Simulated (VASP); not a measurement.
# SiGe (P6_3mc) in VASP: further runs, part 3 of 3

VASP 6.6.1. Earlier steps stand in the parts before.

### Step 5. Single point, r2SCAN (all Si atoms moved +0.438 Å, as atom 1 along Cartesian [0 0 1])

File POSCAR:

```
SiGe
1.0
    3.9044512986      0.0000000000      0.0000000000
   -1.9522256493      3.3813540124      0.0000000000
    0.0000000000      0.0000000000      6.4507830000
Si Ge
2 2
Direct
    0.6666666667      0.3333333333      0.9424282242
    0.3333333333      0.6666666667      0.4424282242
    0.6666666667      0.3333333333      0.5003920000
    0.3333333333      0.6666666667      0.0003920000
```

File INCAR.step1:

```
PREC = Accurate
ENCUT = 520
ISMEAR = 0
SIGMA = 0.05
LREAL = F
LASPH = T
NELM = 60
NBANDS = 26
GGA = PE
ALGO = Normal
EDIFF = 1E-4
LWAVE = T
LCHARG = F
```

File INCAR.step2:

```
PREC = Accurate
ENCUT = 520
EDIFF = 1E-6
ISMEAR = 0
SIGMA = 0.05
LREAL = F
LASPH = T
NELM = 60
ALGO = Normal
ISIF = 2
LWAVE = F
LCHARG = F
METAGGA = R2SCAN
LMIXTAU = T
NBANDS = 26
ISTART = 1
```

File KPOINTS:

```
regular mesh
0
Gamma
  12 12 4
```

Potentials or basis: VASP PAW PBE potentials, release 64 (Si, Ge_d).

Command:

```sh
$ cat potpaw_PBE.64/Si/POTCAR potpaw_PBE.64/Ge_d/POTCAR > POTCAR
$ cp INCAR.step1 INCAR
$ mpirun -np 1 vasp_std > vasp.out
$ cp INCAR.step2 INCAR
$ mpirun -np 1 vasp_std > vasp.out
```

OUTCAR:

```text
PREC = Accurate
   ENCUT = 520
   EDIFF = 1E-6
   ISMEAR = 0
   LREAL = F
   LASPH = T
   NELM = 60
   ISIF = 2
   METAGGA = R2SCAN
   ISTART = 1

 ion  position               nearest neighbor table
   1  0.667  0.333  0.942-   4 2.29   4 2.29   4 2.29   3 2.85
   2  0.333  0.667  0.442-   3 2.29   3 2.29   3 2.29   4 2.85
   3  0.667  0.333  0.500-   2 2.29   2 2.29   2 2.29   1 2.85
   4  0.333  0.667  0.000-   1 2.29   1 2.29   1 2.29   2 2.85

  LATTYP: Found a hexagonal cell.
 ALAT       =     3.9044512986
 C/A-ratio  =     1.6521612146

  Lattice vectors:

 A1 = (   3.9044512986,   0.0000000000,   0.0000000000)
 A2 = (  -1.9522256493,   3.3813540124,   0.0000000000)
 A3 = (   0.0000000000,   0.0000000000,   6.4507830000)

Analysis of symmetry for initial positions (statically):
=====================================================================
 Subroutine PRICEL returns:
 Original cell was already a primitive cell.

 Routine SETGRP: Setting up the symmetry group for a
 hexagonal supercell.

 Subroutine GETGRP returns: Found 12 space group operations
 (whereof  6 operations were pure point group operations)
 out of a pool of 24 trial point group operations.

The static configuration has the point symmetry C_3v.
 The point group associated with its full space group is C_6v.

Analysis of symmetry for dynamics (positions and initial velocities):
=====================================================================
 Subroutine PRICEL returns:
 Original cell was already a primitive cell.

 Routine SETGRP: Setting up the symmetry group for a
 hexagonal supercell.

 Subroutine GETGRP returns: Found 12 space group operations
 (whereof  6 operations were pure point group operations)
 out of a pool of 24 trial point group operations.

The dynamic configuration has the point symmetry C_3v.
 The point group associated with its full space group is C_6v.

 Subroutine INISYM returns: Found 12 space group operations
 (whereof  6 operations are pure point group operations),
[... 119 lines left out ...]
     AMIX     =   0.40;   BMIX     =  1.00
     AMIX_MAG =   1.60;   BMIX_MAG =  1.00
  volume/ion in A,a.u.               =      21.29       143.68
  Fermi-wavevector in a.u.,A,eV,Ry     =   1.228631  2.321775 20.538443  1.509533
  Thomas-Fermi vector in A             =   2.363549
   LORBIT       =      0    0 simple, 1 ext, 2 COOP (PROOUT), +10 PAW based schemes
   METAGGA = R2SCAN    functional components
   LHFCALC =     F    Hartree Fock is set to
   AEXX    =    0.0000 exact exchange contribution
   IVDW    =     0    specifies the selected vdW correction
   LEPSILON=     F    determine dielectric tensor
   LRPA    =     F    only Hartree local field effects (RPA)
 non-spin polarized calculation
 Gauss-broadening in eV      SIGMA  =   0.05
  energy-cutoff  :      520.00
  volume of cell :       85.17
 maximum number of plane-waves:      2316
 NGX is ok and might be reduce to    30
   NGX = 15   NGY = 15   NGZ = 23

 number of electron      35.9999966 magnetization

 Free energy of the ion-electron system (eV)
  ---------------------------------------------------
  ext. energy  EPLUGINS =         0.00000000
  ---------------------------------------------------
  free energy    TOTEN  =       -43.75945956 eV

  energy without entropy =      -43.75920624  energy(sigma->0) =      -43.75933290

 E-fermi :   5.9188     XC(G=0): -10.4005

 val. band max:        5.8396784266   @ k =   0.4167  -0.0000   0.2500
 cond. band min:       5.9498903710   @ k =   0.3333   0.0000   0.0000
 fundamental gap:      0.1102119444
 Fermi energy:         5.9187989506

 k-point     1 :       0.0000    0.0000    0.0000
  band No.  band energies     occupation
      1     -19.9551      2.00000
      2     -19.9537      2.00000
      3     -19.9537      2.00000
      4     -19.9527      2.00000
      5     -19.9527      2.00000
      6     -19.9527      2.00000
[... 685 lines left out ...]
     25      12.7675      0.00000
     26      12.8329      0.00000

 [... further k-points ...]

------------------------ aborting loop because EDIFF is reached ----------------------------------------

  FORCE on cell =-STRESS in cart. coord.  units (eV):
  Direction    XX          YY          ZZ          XY          YZ          ZX
  --------------------------------------------------------------------------------------
  -------------------------------------------------------------------------------------
  Total        4.1294927      4.1294927     -2.9293621      0.0000000      0.0000000      0.0000000
  in kB       77.6862581     77.6862581    -55.1087486      0.0000000      0.0000000      0.0000000
  external PRESSURE =      33.4212559 kB  Pullay stress =       0.0000000 kB

 VOLUME and BASIS-vectors are now :
 -----------------------------------------------------------------------------
  energy-cutoff  :      520.00
  volume of cell :       85.17
      direct lattice vectors                 reciprocal lattice vectors
     3.904451299  0.000000000  0.000000000     0.256117934  0.147869758  0.000000000
    -1.952225649  3.381354012  0.000000000     0.000000000  0.295739516  0.000000000
     0.000000000  0.000000000  6.450783000     0.000000000  0.000000000  0.155019941

 POSITION                                       TOTAL-FORCE (eV/Angst)
 -----------------------------------------------------------------------------------
      1.95223      1.12712      6.07940         0.000000     -0.000000     -2.190293
     -0.00000      2.25424      2.85401        -0.000000      0.000000     -2.190293
      1.95223      1.12712      3.22792        -0.000000     -0.000000      2.190293
     -0.00000      2.25424      0.00253         0.000000     -0.000000      2.190293
 -----------------------------------------------------------------------------------
    total drift:                                0.000000      0.000000      0.012671

  FREE ENERGIE OF THE ION-ELECTRON SYSTEM (eV)
  ---------------------------------------------------
  free  energy   TOTEN  =       -43.7594595595 eV

  energy  without entropy=      -43.7592062441  energy(sigma->0) =      -43.75933290
```

Run time: 12 min. Hardware: 1 thread of Intel Xeon 8259CL, shared host; peak memory 0.27 GiB.

Results:

* Free energy: -43.7595 eV
* Pressure: 3.3 GPa
* Largest force: 2.190 eV/Å
* Band gap on the k mesh: zero (bands 18 and 19 overlap by 1.22 eV)

Forces on the atoms (eV/Å):
```
Si   0.000  0.000 -2.190
Si   0.000  0.000 -2.190
Ge   0.000  0.000  2.190
Ge   0.000  0.000  2.190
```

Stress tensor (GPa, compression positive):
```
 7.77  0.00  0.00
 0.00  7.77  0.00
 0.00  0.00 -5.51
```

Levels at points of the mesh, in eV from the Fermi level:
```
           k point  band 14  band 15  band 16  band 17  band 18  band 19  band 20  band 21  band 22  band 23
(0.00, 0.00, 0.00)    -2.61    -2.61    -1.50    -1.50    -0.53     0.77     1.65     1.97     2.03     2.03
(0.50, 0.00, 0.00)    -7.86    -4.39    -4.26    -3.06    -2.41    -0.36     1.48     2.85     4.72     4.85
(0.00, 0.00, 0.50)    -4.01    -2.12    -2.12    -2.12    -2.12     0.26     0.26     2.67     2.67     2.67
(0.50, 0.00, 0.50)    -8.79    -3.73    -3.73    -2.07    -2.07     0.39     0.39     0.87     0.87     6.97
```

Caveat: the cell differs from its parent crystal (all Si atoms moved +0.438 Å, as atom 1 along Cartesian [0 0 1]); the stress differs along the axes, from -6 to 8 GPa; the PAW data sets were made with another functional, which shifts forces and pressure a little.

### Step 6. The runs side by side

```tsv
cell	gap on the mesh (eV)	pressure (GPa)	largest force (eV/Å)
as given, atomic positions A	none	6.2	7.43
as given, atomic positions B	none	1.6	1.99
as given, atomic positions C	0.32	0.3	1.85
as given, atomic positions D	none	3.3	2.19
```

Alike in all rows: task single point; level r2SCAN; potentials or basis VASP PAW PBE potentials, release 64 (Si, Ge_d); no spin polarisation; k mesh 12 × 12 × 4; cutoff (eV) 520; smearing gaussian 0.05 eV.

Caveats: the PAW data sets were made with another functional, which shifts forces and pressure a little; semilocal functionals underestimate gaps, and a narrow one can read as zero (at least some runs); the stress differs along the axes, from -6 to 30 GPa (at least some runs); the stress differs along the axes, from -5 to 5 GPa (at least some runs); the stress differs along the axes, from -2 to 6 GPa (at least some runs); the stress differs along the axes, from -6 to 8 GPa (at least some runs).

Total energies depend on the potentials used, so only differences within one code and one set of settings carry meaning.

The gap in the log of VASP goes by the Fermi energy; the results here count the filled bands.